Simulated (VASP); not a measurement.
Here is a VASP 6.6.1 calculation.

Contents of INCAR:

```
SYSTEM = SnSe
ALGO     = Normal         ! electronic algorithm
EDIFF    = 1E-6           ! SCF threshold, eV
ENCUT    = 520            ! plane-wave cutoff, eV
GGA      = PE             ! functional
ISIF     = 2              ! what is computed and relaxed
ISMEAR   = 0              ! smearing method
IVDW     = 12             ! dispersion correction
LASPH    = .True.         ! aspherical terms in the spheres
LCHARG   = .False.        ! write CHGCAR
LREAL    = .False.        ! projectors in reciprocal space
LWAVE    = .False.        ! write WAVECAR
NBANDS   = 50             ! bands
NELM     = 60             ! most SCF steps
PREC     = Accurate       ! precision mode
SIGMA    = 0.05           ! smearing width, eV
```

The input KPOINTS:

```
k-points
0
Gamma
  8 8 3
  0 0 0
```

The input POSCAR:

```
SnSe
1.0
    0.0000000000     -4.1672321195      0.0000000000
    0.0000000000      0.0000000000     -4.3883961024
   12.4836155581      0.0000000000      0.0000000000
Sn Se
4 4
Direct
    0.7500000000      0.9039441748      0.5681785721
    0.2500000000      0.0960558252      0.3517164298
    0.2500000000      0.4039441748      0.8116639308
    0.7500000000      0.5960558252      0.1082310711
    0.7500000000      0.5230073193      0.3283971361
    0.2500000000      0.4769926807      0.5914978658
    0.2500000000      0.0230073193      0.1315503648
    0.7500000000      0.9769926807      0.7883446371
```

Potentials or basis: VASP PAW PBE potentials, release 64 (Sn_d, Se).

The run is started by

```sh
$ cat potpaw_PBE.64/Sn_d/POTCAR potpaw_PBE.64/Se/POTCAR > POTCAR
$ mpirun -np 1 vasp_std > vasp.out
```

(1) Estimate the band gap on the k mesh.

(2) Predict the largest force.

(3) What does it give for the dispersion energy per atom?

(4) Predict the pressure.

Results:

(1) 0.42 eV (least direct gap 0.84 eV).

(2) 0.117 eV/Å.

(3) -0.342 eV.

(4) -0.1 GPa.

Caveat: the cell differs from its parent crystal (the distance across one plane changed); spin-orbit coupling is left out, which moves the levels of the heavy elements; an odd mesh through Γ misses points on the zone boundary, where band edges can lie.
